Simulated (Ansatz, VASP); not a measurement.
Given: the input of a run of VASP 6.6.1 on Nb.

Contents of INCAR:

```
PREC = Accurate
ENCUT = 500
EDIFF = 1E-6
ISMEAR = 0
SIGMA = 0.15
LREAL = F
LASPH = T
NELM = 200
ALGO = Normal
ISIF = 2
LWAVE = F
LCHARG = T
ISPIN = 2
MAGMOM = 0.5
LORBIT = 11
LMAXMIX = 4
GGA = LIBXC
LIBXC1 = GGA_X_B88
LIBXC2 = GGA_C_PBE
LELF = T
LVHAR = T
NBANDS = 16
GGA_COMPAT = F
```

KPOINTS

```
Automatic mesh
0
Gamma
  11 11 11
```

POSCAR

```
Nb
1.0
    0.0000000000      2.0864154149      2.0864154149
    2.0864154149      0.0000000000      2.0864154149
    2.0864154149      2.0864154149      0.0000000000
Nb
1
Direct
    0.0000000000      0.0000000000      0.0000000000
```

Potentials or basis: VASP PAW PBE potentials, release 64 (Nb_sv).

Command:

```sh
$ cat potpaw_PBE.64/Nb_sv/POTCAR > POTCAR
$ mpirun -np 1 vasp_std > vasp.out
```

Question: Set up the same calculation for Ansatz 0.2.0. Potentials there: all-electron LAPW, scalar-relativistic.

Answer: As run (the cutoff follows the program's own potentials):

input.yaml

```yaml
crystal:
  lattice:
    - [0.0, 2.0864154149, 2.0864154149]
    - [2.0864154149, 0.0, 2.0864154149]
    - [2.0864154149, 2.0864154149, 0.0]
  atoms:
    - { symbol: Nb, position: [0.0, 0.0, 0.0], spin: 0.5 }
kpoints:
  mp_grid: { grid: [11, 11, 11] }
scf:
  occupations: { method: gaussian, width: 0.15 }
hamiltonian:
  xc: { exchange: b88, correlation: pbe }
  pseudopotentials: { kind: all_electron, lapw: { basis_error: 0.0005 } }
magnetization:
  spin_polarized: true
output:
  forces: true
  stress: true
  eigenvalues: true
```

Potentials or basis: all-electron LAPW, scalar-relativistic.

The run is started by

```sh
$ ansatz run input.yaml --threads 1 --pin off --max-ram 2560MiB --backend cpu --events-out ev --progress --plain --runs-dir out
```

Both were run:

|  | VASP | Ansatz | Ansatz less VASP |
| --- | --- | --- | --- |
| gap on the k mesh at the Fermi level (eV) | none | none | - |
| pressure (GPa) | 4.4 | 4.7 | +0.35 |
| net moment per atom (μB) | 0.00 | 0.00 | 0.000 |

VASP's potentials were made for PBE, not for b88 exchange, pbe correlation. A gap of «none» marks a metal or a gap that the smearing closes. Ansatz ran all-electron here, and VASP with PAW potentials.
